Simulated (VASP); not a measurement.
NaH:

```
Na H
1.0
     2.84852    0.00000    0.00000
     0.00000    2.84852    0.00000
     0.00000    0.00000    2.93239
Na H
1 1
Direct
  0.00000 0.00000 0.00000
  0.50000 0.50000 0.50000
```

This cell differs from its parent crystal: biaxial xy strain -2.9%.

Base run:

| Quantity | Value |
| --- | --- |
| Program | VASP 6.6.1 |
| Functional | r2SCAN |
| Potentials or basis | VASP PAW PBE potentials, release 64 (Na_pv, H) |
| Cutoff | 550 eV |
| k mesh | 8 × 8 × 8 |
| Occupations | gaussian, width 0.01 eV |
| Spin | no spin polarisation |

Its results: band gap on the k mesh 1.42 eV (least direct gap 5.29 eV); pressure 1.4 GPa.

Problem. The run is repeated on the same cell with these changes: functional from r2SCAN to PBE; cutoff from 550 eV to 500 eV; occupations from gaussian, width 0.01 eV to fermi-dirac, width 0.02 eV. What comes out?

Solution. Band gap on the k mesh 0.84 eV (least direct gap 4.61 eV); pressure 2.4 GPa.

Caveats: the structure was generated, so it needn't be the stable form of NaH; the PAW data sets were made with another functional, which shifts forces and pressure a little (at least some runs).

A k mesh can miss the band edges.
